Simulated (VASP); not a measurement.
# AlN (F-43m) in VASP: elastic constants with r2SCAN

Aim: the elastic constants of AlN with r2SCAN.

Program: VASP 6.6.1. These are calculated values, not measurements. Logs are shortened: lines on timing, memory, paths and dates and some standing lists are left out, and cuts for length are marked.

## 1. The cell of the first run

Symmetry: F-43m, No. 216, cubic system. Conventional cell: a = 4.370 Å, b = 4.370 Å, c = 4.370 Å, α = 90.00°, β = 90.00°, γ = 90.00°. Within 2.5 Å of Al (site symmetry -43m) lie 4 N at 1.89 Å. Within 2.5 Å of N (site symmetry -43m) lie 4 Al at 1.89 Å.

## 2. Elastic constants, r2SCAN

Contents of INCAR:

```
  PREC = Accurate
  ENCUT = 600
  EDIFF = 1E-8
  ISMEAR = 0
  SIGMA = 0.01
  LREAL = False
  LASPH = True
  NELM = 100
  ALGO = Normal
  ISIF = 3
  LWAVE = False
  LCHARG = False
  METAGGA = R2SCAN
  LMIXTAU = True
  NBANDS = 11
  IBRION = 6
  NFREE = 2
  POTIM = 0.015
  NSW = 1
```

Contents of KPOINTS:

```
Automatic mesh
0
Gamma
  8 8 8
```

Contents of POSCAR:

```
AlN
1.0
    0.0000000000      2.1848999748      2.1848999748
    2.1848999748      0.0000000000      2.1848999748
    2.1848999748      2.1848999748      0.0000000000
Al N
1 1
Direct
    0.0000000000      0.0000000000      0.0000000000
    0.2500000000      0.2500000000      0.2500000000
```

Potentials or basis: VASP PAW PBE potentials, release 64 (Al, N).

Run with:

```console
cat potpaw_PBE.64/Al/POTCAR potpaw_PBE.64/N/POTCAR > POTCAR
mpirun -np 1 vasp_std > vasp.out
```

OUTCAR:

```text
PREC = Accurate
   ENCUT = 600
   EDIFF = 1E-8
   ISMEAR = 0
   LREAL = False
   LASPH = True
   NELM = 100
   ISIF = 3
   METAGGA = R2SCAN
   IBRION = 6
   NFREE = 2
   POTIM = 0.015
   NSW = 1

 ion  position               nearest neighbor table
   1  0.000  0.000  0.000-   2 1.89   2 1.89   2 1.89   2 1.89
   2  0.250  0.250  0.250-   1 1.89   1 1.89   1 1.89   1 1.89

  LATTYP: Found a face centered cubic cell.
 ALAT       =     4.3697999496

  Lattice vectors:

 A1 = (   0.0000000000,   2.1848999748,   2.1848999748)
 A2 = (   2.1848999748,   0.0000000000,   2.1848999748)
 A3 = (   2.1848999748,   2.1848999748,   0.0000000000)

Analysis of symmetry for initial positions (statically):
=====================================================================
 Subroutine PRICEL returns:
 Original cell was already a primitive cell.

 Routine SETGRP: Setting up the symmetry group for a
 face centered cubic supercell.

 Subroutine GETGRP returns: Found 24 space group operations
 (whereof 24 operations were pure point group operations)
 out of a pool of 48 trial point group operations.

The static configuration has the point symmetry T_d .

Analysis of symmetry for dynamics (positions and initial velocities):
=====================================================================
 Subroutine PRICEL returns:
 Original cell was already a primitive cell.

 Routine SETGRP: Setting up the symmetry group for a
 face centered cubic supercell.

 Subroutine GETGRP returns: Found 24 space group operations
 (whereof 24 operations were pure point group operations)
 out of a pool of 48 trial point group operations.

The dynamic configuration has the point symmetry T_d .

 Subroutine INISYM returns: Found 24 space group operations
 (whereof 24 operations are pure point group operations),
 and found     1 'primitive' translations

----------------------------------------------------------------------------------------

                                     Primitive cell

  volume of cell :      20.8605

  direct lattice vectors                    reciprocal lattice vectors
     0.000000000  2.184899975  2.184899975    -0.228843428  0.228843428  0.228843428
     2.184899975  0.000000000  2.184899975     0.228843428 -0.228843428  0.228843428
     2.184899975  2.184899975  0.000000000     0.228843428  0.228843428 -0.228843428

  length of vectors
     3.089915177  3.089915177  3.089915177     0.396368444  0.396368444  0.396368444

  position of ions in fractional coordinates (direct lattice)
     0.000000000  0.000000000  0.000000000
     0.250000000  0.250000000  0.250000000

  ion indices of the primitive-cell ions
   primitive index   ion index
                 1           1
                 2           2

----------------------------------------------------------------------------------------

 KPOINTS: Automatic mesh

Automatic generation of k-mesh.
 Grid dimensions read from file:
 generate k-points for:    8    8    8

 Generating k-lattice:

  Cartesian coordinates                     Fractional coordinates (reciprocal lattice)
    -0.028605428  0.028605428  0.028605428     0.125000000  0.000000000  0.000000000
     0.028605428 -0.028605428  0.028605428     0.000000000  0.125000000  0.000000000
     0.028605428  0.028605428 -0.028605428     0.000000000  0.000000000  0.125000000

  Length of vectors
[... 104 lines left out ...]

  energy without entropy =      -19.17961473  energy(sigma->0) =      -19.17961473

------------------------ aborting loop because EDIFF is reached ----------------------------------------

  FORCE on cell =-STRESS in cart. coord.  units (eV):
  Direction    XX          YY          ZZ          XY          YZ          ZX
  --------------------------------------------------------------------------------------
  -------------------------------------------------------------------------------------
  Total       -0.0439785     -0.0439785     -0.0439785      0.0000000      0.0000000      0.0000000
  in kB       -3.3777397     -3.3777397     -3.3777397      0.0000000      0.0000000      0.0000000
  external PRESSURE =      -3.3777397 kB  Pullay stress =       0.0000000 kB
[... 89 lines left out ...]
  FREE ENERGIE OF THE ION-ELECTRON SYSTEM (eV)
  ---------------------------------------------------
  free  energy   TOTEN  =       -19.1756452691 eV

  energy  without entropy=      -19.1756452691  energy(sigma->0) =      -19.17564527

[... ionic steps 4 to 14 ...]

--------------------------------------- Ionic step       15  -------------------------------------------

 number of electron       7.9999999 magnetization

------------------------ aborting loop because EDIFF is reached ----------------------------------------
[... 67 lines left out ...]
--------------------------------------- Ionic step       17  -------------------------------------------

 number of electron       8.0000000 magnetization

 Free energy of the ion-electron system (eV)
  ---------------------------------------------------
  ext. energy  EPLUGINS =         0.00000000
  ---------------------------------------------------
  free energy    TOTEN  =       -19.17791348 eV

  energy without entropy =      -19.17791348  energy(sigma->0) =      -19.17791348

 E-fermi :   5.7990     XC(G=0): -11.4123

 val. band max:        5.7224443063   @ k =   0.0000   0.0000   0.0000
 cond. band min:       9.6149849033   @ k =   0.5000   0.5000   0.0000
 fundamental gap:      3.8925405970
 Fermi energy:         5.7989846256

 k-point     1 :       0.0000    0.0000    0.0000
  band No.  band energies     occupation
      1     -10.0534      2.00000
      2       5.6404      2.00000
      3       5.6818      2.00000
      4       5.7224      2.00000
      5      10.5615      0.00000
      6      19.1848      0.00000
      7      19.1906      0.00000
      8      19.1956      0.00000
      9      24.2040      0.00000
     10      24.2050      0.00000
     11      25.9026      0.00000
[... 309 lines left out ...]
 k-point    24 :      -0.3750    0.2500    0.1250
  band No.  band energies     occupation
      1      -7.7271      2.00000
      2       0.5052      2.00000
      3       3.4454      2.00000
      4       4.5817      2.00000
      5      13.5129      0.00000
      6      15.7882      0.00000
      7      18.8447      0.00000
      8      19.3072      0.00000
      9      24.0030      0.00000
     10      25.6275      0.00000
     11      29.0801      0.00000

 [... further k-points ...]
[... 5 lines left out ...]
  --------------------------------------------------------------------------------------
  -------------------------------------------------------------------------------------
  Total       -0.0440280     -0.0381496     -0.0381496      0.0000000      0.1311612      0.0000000
  in kB       -3.3815399     -2.9300540     -2.9300540      0.0000000     10.0737550      0.0000000
  external PRESSURE =      -3.0805493 kB  Pullay stress =       0.0000000 kB
[... 17 lines left out ...]
  FREE ENERGIE OF THE ION-ELECTRON SYSTEM (eV)
  ---------------------------------------------------
  free  energy   TOTEN  =       -19.1779134849 eV

  energy  without entropy=      -19.1779134849  energy(sigma->0) =      -19.17791348

 INTERNAL STRAIN TENSORS FROM STRAINED CELLS
 ============================================

 INTERNAL STRAIN TENSOR FOR ION    1 for displacements in x,y,z  (eV/Angst):
          X           Y           Z          XY          YZ          ZX
  --------------------------------------------------------------------------------
  x    -0.00000     0.00000    -0.00000     0.00000     8.76553     0.00000
  y    -0.00000    -0.00000    -0.00000     0.00000    -0.00000     8.76542
  z    -0.00000     0.00000     0.00000     8.76564     0.00000     0.00000

 INTERNAL STRAIN TENSORS FROM DISPLACED ATOMS
 ============================================

 INTERNAL STRAIN TENSOR FOR ION    1 for displacements in x,y,z  (eV/Angst):
          X           Y           Z          XY          YZ          ZX
  --------------------------------------------------------------------------------
  x     0.00000     0.00000     0.00000     0.00000     8.77813     0.00000
  y     0.00000     0.00000     0.00000     0.00000     0.00000     8.77813
  z     0.00000     0.00000     0.00000     8.77813     0.00000     0.00000

 INTERNAL STRAIN TENSOR FOR ION    2 for displacements in x,y,z  (eV/Angst):
          X           Y           Z          XY          YZ          ZX
  --------------------------------------------------------------------------------
  x    -0.00000     0.00000     0.00000     0.00000    -8.74406     0.00000
  y     0.00000    -0.00000     0.00000     0.00000     0.00000    -8.74406
  z     0.00000     0.00000    -0.00000    -8.74406     0.00000     0.00000

 Eigenvectors and eigenvalues of the dynamical matrix
 ----------------------------------------------------

   1 f  =   19.994349 THz   125.628201 2PiTHz  666.939701 cm-1    82.689947 meV
             X         Y         Z           dx          dy          dz
      0.000000  0.000000  0.000000     0.000000    0.000000   -0.585000
      1.092450  1.092450  1.092450     0.000000    0.000000    0.811033
[... 21 lines left out ...]
   6 f/i=    0.012378 THz     0.077776 2PiTHz    0.412901 cm-1     0.051193 meV
             X         Y         Z           dx          dy          dz
      0.000000  0.000000  0.000000     0.803171   -0.112656    0.000000
      1.092450  1.092450  1.092450     0.579329   -0.081259    0.000000

--------------------------------------------------------------------------------------------------------

 ELASTIC MODULI CONTR FROM IONIC RELAXATION (kBar)
 Direction    XX          YY          ZZ          XY          YZ          ZX
 --------------------------------------------------------------------------------
 XX          -0.0000      0.0000      0.0000      0.0000     -0.0000      0.0000
 YY           0.0000     -0.0000      0.0000      0.0000      0.0000     -0.0000
 ZZ           0.0000      0.0000     -0.0000     -0.0000      0.0000      0.0000
 XY           0.0000      0.0000     -0.0000   -390.8294      0.0000      0.0000
 YZ          -0.0000      0.0000      0.0000      0.0000   -390.8294      0.0000
 ZX           0.0000     -0.0000      0.0000      0.0000      0.0000   -390.8294
 --------------------------------------------------------------------------------

 TOTAL ELASTIC MODULI (kBar)
 Direction    XX          YY          ZZ          XY          YZ          ZX
 --------------------------------------------------------------------------------
 XX        3089.8355   1623.5401   1623.5401      0.0000     -0.0000     -0.0000
 YY        1623.5401   3089.8355   1623.5401      0.0000     -0.0000     -0.0000
 ZZ        1623.5401   1623.5401   3089.8355     -0.0000     -0.0000      0.0000
 XY           0.0000      0.0000     -0.0000   1979.7094      0.0000      0.0000
 YZ          -0.0000     -0.0000     -0.0000      0.0000   1979.7094      0.0000
 ZX          -0.0000     -0.0000      0.0000      0.0000      0.0000   1979.7094
 --------------------------------------------------------------------------------
```

Wall time 49 min (1 thread of Intel Xeon 8259CL, shared host); peak memory 0.23 GiB.

Results:

| Quantity | Value |
| --- | --- |
| Elastic constants C11, C12, C44 | 309, 162, 198 GPa |
| Voigt bulk modulus | 211 GPa |
| Highest phonon frequency at Γ, LO-TO splitting left out | 667 cm⁻¹ |

Phonon frequencies in cm⁻¹ (negative: imaginary):
```tsv
q point	frequencies
(0.000, 0.000, 0.000)	0 0 0 667 667 667
```

Elastic tensor in Voigt notation (GPa, in the Cartesian axes of the cell as first typed):
```
309 162 162   0   0   0
162 309 162   0   0   0
162 162 309   0   0   0
  0   0   0 198   0   0
  0   0   0   0 198   0
  0   0   0   0   0 198
```

Clamped-ion elastic tensor (GPa):
```
309 162 162   0   0   0
162 309 162   0   0   0
162 162 309   0   0   0
  0   0   0 237   0   0
  0   0   0   0 237   0
  0   0   0   0   0 237
```

Caveat: the PAW data sets were made with another functional, which shifts forces and pressure a little.
